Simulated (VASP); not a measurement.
# AlCo (Pm-3m) in VASP: further runs

AlCo is run at these levels: PBE+D4, PBEsol, RPBE; tasks: single point.

All numbers are computed with VASP 6.6.1; they aren't measurements. Logs are shortened: lines on timing, memory, paths and dates and some standing lists are left out, and cuts for length are marked.

### Step 1. The cell of the first run

The structure is cubic, space group Pm-3m (No. 221). The conventional cell has a = 2.823 Å, b = 2.823 Å, c = 2.823 Å, α = 90.00°, β = 90.00°, γ = 90.00°. Within 3.2 Å of Al (site symmetry m-3m) lie 8 Co at 2.44 Å and 6 Al at 2.82 Å. Co (site symmetry m-3m) has 8 Al at 2.44 Å and 6 Co at 2.82 Å within 3.2 Å.

### Step 2. Single point, PBE+D4, collinear spin, ferromagnetic start

File INCAR:

```
PREC = Accurate
ENCUT = 600
EDIFF = 1E-6
ISMEAR = -1
SIGMA = 0.1
LREAL = False
LASPH = True
NELM = 200
ALGO = Normal
ISIF = 2
LWAVE = False
LCHARG = False
ISPIN = 2
MAGMOM = 0 2.5
LORBIT = 11
LMAXMIX = 4
GGA = PE
IVDW = 13
NBANDS = 17
GGA_COMPAT = False
```

File KPOINTS:

```
Automatic mesh
0
Gamma
  14 14 14
```

File POSCAR:

```
AlCo
1.0
    2.8230371931      0.0000000000      0.0000000000
    0.0000000000      2.8230371931      0.0000000000
    0.0000000000      0.0000000000      2.8230371931
Al Co
1 1
Direct
    0.0000000000      0.0000000000      0.0000000000
    0.5000000000      0.5000000000      0.5000000000
```

Potentials or basis: VASP PAW PBE potentials, release 64 (Al, Co).

Command:

```sh
> cat potpaw_PBE.64/Al/POTCAR potpaw_PBE.64/Co/POTCAR > POTCAR
> mpirun -np 1 vasp_std > vasp.out
```

OUTCAR:

```text
PREC = Accurate
   ENCUT = 600
   EDIFF = 1E-6
   ISMEAR = -1
   LREAL = False
   LASPH = True
   NELM = 200
   ISIF = 2
   ISPIN = 2
   LORBIT = 11
   GGA = PE
   IVDW = 13

 ion  position               nearest neighbor table
   1  0.000  0.000  0.000-   2 2.44   2 2.44   2 2.44   2 2.44   2 2.44   2 2.44   2 2.44   2 2.44

   2  0.500  0.500  0.500-   1 2.44   1 2.44   1 2.44   1 2.44   1 2.44   1 2.44   1 2.44   1 2.44

  LATTYP: Found a simple cubic cell.
 ALAT       =     2.8230371931

  Lattice vectors:

 A1 = (   2.8230371931,   0.0000000000,   0.0000000000)
 A2 = (   0.0000000000,   2.8230371931,   0.0000000000)
 A3 = (   0.0000000000,   0.0000000000,   2.8230371931)

Analysis of symmetry for initial positions (statically):
=====================================================================
 Subroutine PRICEL returns:
 Original cell was already a primitive cell.

 Routine SETGRP: Setting up the symmetry group for a
 simple cubic supercell.

 Subroutine GETGRP returns: Found 48 space group operations
 (whereof 48 operations were pure point group operations)
 out of a pool of 48 trial point group operations.

The static configuration has the point symmetry O_h .

Analysis of symmetry for dynamics (positions and initial velocities):
=====================================================================
 Subroutine PRICEL returns:
 Original cell was already a primitive cell.

 Routine SETGRP: Setting up the symmetry group for a
 simple cubic supercell.

 Subroutine GETGRP returns: Found 48 space group operations
 (whereof 48 operations were pure point group operations)
 out of a pool of 48 trial point group operations.

The dynamic configuration has the point symmetry O_h .

Analysis of structural, dynamic, and magnetic symmetry:
=====================================================================
 Subroutine PRICEL returns:
 Original cell was already a primitive cell.

 Routine SETGRP: Setting up the symmetry group for a
 simple cubic supercell.

 Subroutine GETGRP returns: Found 48 space group operations
 (whereof 48 operations were pure point group operations)
 out of a pool of 48 trial point group operations.

The overall configuration has the point symmetry O_h .

 Subroutine INISYM returns: Found 48 space group operations
 (whereof 48 operations are pure point group operations),
 and found     1 'primitive' translations

[... 115 lines left out ...]
  volume/ion in A,a.u.               =      11.25        75.91
  Fermi-wavevector in a.u.,A,eV,Ry     =   1.327655  2.508905 23.982560  1.762668
  Thomas-Fermi vector in A             =   2.456951
   LORBIT       =     11    0 simple, 1 ext, 2 COOP (PROOUT), +10 PAW based schemes
   GGA     = PE    functional components
   LHFCALC =     F    Hartree Fock is set to
   AEXX    =    0.0000 exact exchange contribution
   IVDW    =    13    specifies the selected vdW correction
   LEPSILON=     F    determine dielectric tensor
   LRPA    =     F    only Hartree local field effects (RPA)
 spin polarized calculation
  energy-cutoff  :      600.00
  volume of cell :       22.50
 maximum number of plane-waves:       768
 NGX is ok and might be reduce to    24
   NGX = 11   NGY = 11   NGZ = 11

 number of electron      11.9999996 magnetization       0.0004395

 Free energy of the ion-electron system (eV)
  ---------------------------------------------------
  ext. energy  EPLUGINS =         0.00000000
  ---------------------------------------------------
  free energy    TOTEN  =       -11.99018121 eV

  energy without entropy =      -11.96286056  energy(sigma->0) =      -11.97652088

 E-fermi :  10.9186     XC(G=0): -12.4045

 val. band max:       10.8922518880   @ k =   0.4286   0.4286   0.0000
 cond. band min:      10.9356365115   @ k =   0.4286   0.4286   0.0714
 fundamental gap:      0.0433846235
 Fermi energy:        10.9185852236

 spin component 1

 k-point     1 :       0.0000    0.0000    0.0000
  band No.  band energies     occupation
      1      -0.3072      1.00000
      2       7.8715      1.00000
      3       7.8715      1.00000
      4      10.0842      0.99976
      5      10.0842      0.99976
      6      10.0842      0.99976
[... 459 lines left out ...]
      6       9.8329      0.99998
[... 9 lines left out ...]
     16      32.6341      0.00000
     17      34.7765      0.00000

 [... further k-points ...]

 spin component 2

 k-point     1 :       0.0000    0.0000    0.0000
  band No.  band energies     occupation
      1      -0.3073      1.00000
      2       7.8725      1.00000
      3       7.8725      1.00000
      4      10.0844      0.99976
      5      10.0844      0.99976
      6      10.0844      0.99976
[... 459 lines left out ...]
      6       9.8330      0.99998
[... 9 lines left out ...]
     16      32.6340      0.00000
     17      34.7765      0.00000

 [... further k-points ...]

------------------------ aborting loop because EDIFF is reached ----------------------------------------

  DFT-D4 for vdW energy calculation

  Edisp (eV):   -0.90250

  FORCE on cell =-STRESS in cart. coord.  units (eV):
  Direction    XX          YY          ZZ          XY          YZ          ZX
  --------------------------------------------------------------------------------------
  -------------------------------------------------------------------------------------
  Total      -0.01292    -0.01292    -0.01292    -0.00000     0.00000    -0.00000
  in kB      -0.91974    -0.91974    -0.91974    -0.00000     0.00000    -0.00000
  external pressure =       -0.92 kB  Pullay stress =        0.00 kB

 VOLUME and BASIS-vectors are now :
 -----------------------------------------------------------------------------
  energy-cutoff  :      600.00
  volume of cell :       22.50
      direct lattice vectors                 reciprocal lattice vectors
     2.823037193  0.000000000  0.000000000     0.354228418  0.000000000  0.000000000
     0.000000000  2.823037193  0.000000000     0.000000000  0.354228418  0.000000000
     0.000000000  0.000000000  2.823037193     0.000000000  0.000000000  0.354228418

 POSITION                                       TOTAL-FORCE (eV/Angst)
 -----------------------------------------------------------------------------------
      0.00000      0.00000      0.00000         0.000000      0.000000      0.000000
      1.41152      1.41152      1.41152         0.000000      0.000000      0.000000
 -----------------------------------------------------------------------------------
    total drift:                                0.000000     -0.000000     -0.000000

  FREE ENERGIE OF THE ION-ELECTRON SYSTEM (eV)
  ---------------------------------------------------
  free  energy   TOTEN  =       -12.8926776958 eV

  energy  without entropy=      -12.8653570484  energy(sigma->0) =      -12.87901737

 total charge

# of ion       s       p       d       tot
------------------------------------------
    1        0.398   0.442   0.000   0.840
    2        0.446   0.531   7.528   8.505
--------------------------------------------------
tot          0.844   0.973   7.528   9.345

 magnetization (x)

# of ion       s       p       d       tot
------------------------------------------
    1       -0.000  -0.000   0.000  -0.000
    2       -0.000  -0.000   0.001   0.001
--------------------------------------------------
tot         -0.000  -0.000   0.001   0.000
```

OSZICAR:

```text
N       E                     dE             d eps       ncg     rms          rms(c)
DAV:   1     0.418766350230E+02    0.41877E+02   -0.51942E+03  8352   0.806E+02
DAV:   2    -0.108073764371E+02   -0.52684E+02   -0.46901E+02  9198   0.163E+02
DAV:   3    -0.130437115946E+02   -0.22363E+01   -0.21954E+01  9839   0.349E+01
DAV:   4    -0.130765562927E+02   -0.32845E-01   -0.32819E-01  9807   0.376E+00
DAV:   5    -0.130775215797E+02   -0.96529E-03   -0.96522E-03 10112   0.694E-01    0.140E+01
DAV:   6    -0.156598245099E+02   -0.25823E+01   -0.41448E+01  9207   0.722E+01    0.164E+01
DAV:   7    -0.119910816149E+02    0.36687E+01   -0.23193E+01  9470   0.461E+01    0.277E+00
DAV:   8    -0.119990221883E+02   -0.79406E-02   -0.18641E-01 10015   0.294E+00    0.139E+00
DAV:   9    -0.119910780915E+02    0.79441E-02   -0.47663E-02 11207   0.151E+00    0.912E-01
DAV:  10    -0.119901620273E+02    0.91606E-03   -0.42035E-03 11320   0.445E-01    0.204E-01
DAV:  11    -0.119901886578E+02   -0.26630E-04   -0.13684E-04 10703   0.880E-02    0.108E-01
DAV:  12    -0.119901798891E+02    0.87687E-05   -0.16666E-05  9847   0.369E-02    0.455E-02
DAV:  13    -0.119901810739E+02   -0.11848E-05   -0.49460E-06  8655   0.208E-02    0.990E-03
DAV:  14    -0.119901812064E+02   -0.13249E-06   -0.45567E-07  4619   0.545E-03
   1 F= -.12892678E+02 E0= -.12879017E+02  d E =-.273206E-01  mag=     0.0003
```

Wall time 2.2 min (1 thread of Intel Xeon 8259CL, shared host); peak memory 0.22 GiB.

Results:

| Quantity | Value |
| --- | --- |
| Free energy | -12.8927 eV |
| Pressure | -0.1 GPa |
| Band gap on the k mesh | zero (filled and empty bands overlap) |
| Net moment | 0.00 μB per cell |
| Valence electrons inside the program's atomic spheres | Al 0.84; Co 8.51 |
| Dispersion energy per atom | -0.451 eV |

Levels at points of the mesh, in eV from the Fermi level:
Spin up:
```
           k point  band 3  band 4  band 5  band 6  band 7  band 8  band 9  band 10
(0.00, 0.00, 0.00)   -3.05   -0.83   -0.83   -0.83    6.16    6.16    6.16     8.90
(0.50, 0.00, 0.00)   -2.43   -1.74   -1.74   -0.72    0.23    8.48   10.82    10.82
(0.50, 0.50, 0.00)   -2.69   -2.69   -1.53   -1.53   -0.20    2.56    3.66    13.13
(0.50, 0.50, 0.50)   -4.03   -0.17   -0.17    2.43    2.43    2.43    4.42     5.52
```
Spin down:
| k point | band 4 | band 5 | band 6 | band 7 | band 8 | band 9 |
| --- | --- | --- | --- | --- | --- | --- |
| (0.00, 0.00, 0.00) | -0.83 | -0.83 | -0.83 | 6.15 | 6.15 | 6.15 |
| (0.50, 0.00, 0.00) | -1.74 | -1.74 | -0.72 | 0.24 | 8.48 | 10.82 |
| (0.50, 0.50, 0.00) | -2.69 | -1.53 | -1.53 | -0.20 | 2.56 | 3.66 |
| (0.50, 0.50, 0.50) | -0.16 | -0.16 | 2.43 | 2.43 | 2.43 | 4.42 |

### Step 3. Single point, PBEsol, collinear spin, ferromagnetic start

File INCAR:

```
SYSTEM = AlCo
ALGO = Normal ; EDIFF = 1E-6
ENCUT = 600 ; GGA = PS
GGA_COMPAT = .False. ; ISIF = 2
ISMEAR = -1 ; ISPIN = 2
LASPH = .True. ; LCHARG = .False.
LMAXMIX = 4 ; LORBIT = 11
LREAL = .False. ; LWAVE = .False.
MAGMOM = 0 2.5 ; NBANDS = 17
NELM = 200 ; PREC = Accurate
SIGMA = 0.1
```

File KPOINTS:

```
k-points
0
Gamma
  14 14 14
  0 0 0
```

File POSCAR:

```
AlCo
1.0
    2.8233771222      0.0000000000      0.0000000000
    0.0000000000      2.8233771222      0.0000000000
    0.0000000000      0.0000000000      2.8233771222
Al Co
1 1
Direct
    0.0000000000      0.0000000000      0.0000000000
    0.5000000000      0.5000000000      0.5000000000
```

Potentials or basis: VASP PAW PBE potentials, release 64 (Al, Co).

Command:

```sh
> cat potpaw_PBE.64/Al/POTCAR potpaw_PBE.64/Co/POTCAR > POTCAR
> mpirun -np 1 vasp_std > vasp.out
```

Run time: 2 min. Hardware: 1 thread of Intel Xeon 8259CL, shared host; peak memory 0.22 GiB.

It converged, with:

```yaml
Free_energy: -13.0953 eV
Pressure: 0.1 GPa
Band_gap_on_the_k_mesh: zero (filled and empty bands overlap)
Net_moment: 0.00 μB per cell
Valence_electrons_inside_the_program's_atomic_spheres: Al 0.84; Co 8.51
```

Levels at points of the mesh, in eV from the Fermi level:
Spin up:
| k point | band 3 | band 4 | band 5 | band 6 | band 7 | band 8 | band 9 | band 10 |
| --- | --- | --- | --- | --- | --- | --- | --- | --- |
| (0.00, 0.00, 0.00) | -3.06 | -0.80 | -0.80 | -0.80 | 6.16 | 6.16 | 6.16 | 8.92 |
| (0.50, 0.00, 0.00) | -2.45 | -1.71 | -1.71 | -0.68 | 0.23 | 8.50 | 10.79 | 10.79 |
| (0.50, 0.50, 0.00) | -2.68 | -2.68 | -1.50 | -1.50 | -0.21 | 2.54 | 3.72 | 13.14 |
| (0.50, 0.50, 0.50) | -4.01 | -0.17 | -0.17 | 2.42 | 2.42 | 2.42 | 4.46 | 5.57 |
Spin down:
```tsv
k point	band 2	band 3	band 4	band 5	band 6	band 7	band 8	band 9	band 10	band 11
(0.00, 0.00, 0.00)	-3.06	-3.06	-0.80	-0.80	-0.80	6.16	6.16	6.16	8.92	8.92
(0.50, 0.00, 0.00)	-6.73	-2.44	-1.71	-1.71	-0.68	0.23	8.50	10.79	10.79	12.02
(0.50, 0.50, 0.00)	-3.14	-2.68	-2.68	-1.50	-1.50	-0.21	2.54	3.72	13.14	16.13
(0.50, 0.50, 0.50)	-4.01	-4.01	-0.17	-0.17	2.42	2.42	2.42	4.46	5.57	5.57
```

Caveat: the PAW data sets were made with another functional, which shifts forces and pressure a little.

[end of part 1 of 2]
